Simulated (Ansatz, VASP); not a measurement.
## CdSe in VASP and in Ansatz

```
CELL_PARAMETERS angstrom
0.00000 3.07027 3.07027
3.07027 0.00000 3.07027
3.07027 3.07027 0.00000
ATOMIC_POSITIONS crystal
Cd 0.00000 0.00000 0.00000
Se 0.25000 0.25000 0.25000
```

Alike in both runs: functional PBE-based screened hybrid; k mesh 4 × 4 × 4; occupations fermi-dirac, width 0.05 eV; no spin polarisation.

|  | VASP | Ansatz |
| --- | --- | --- |
| version | VASP 6.6.1 | Ansatz 0.2.0 |
| potentials or method | VASP PAW PBE potentials, release 64 (Cd, Se) | Ansatz PAW |
| plane-wave cutoff (eV) | 400 | 420 |
| valence electrons in the cell | 18 | 36 |
| task | single point | band structure |

|  | VASP | Ansatz | Ansatz less VASP |
| --- | --- | --- | --- |
| gap on the k mesh at the Fermi level (eV) | 1.31 | 1.31 | -0.001 |
| least direct gap on the mesh (eV) | 1.31 | 1.31 | -0.001 |
| pressure (GPa) | 0.1 | 0.4 | +0.26 |

VASP's potentials were made for PBE, not for PBE-based screened hybrid. With one functional, cell and mesh, what is left measures potentials, basis and numerics. VASP's potentials hold 18 valence electrons a cell and Ansatz's 36, so a difference there can come from the potentials and not from the codes.

The k mesh is coarse, so the values compare programs but aren't converged.
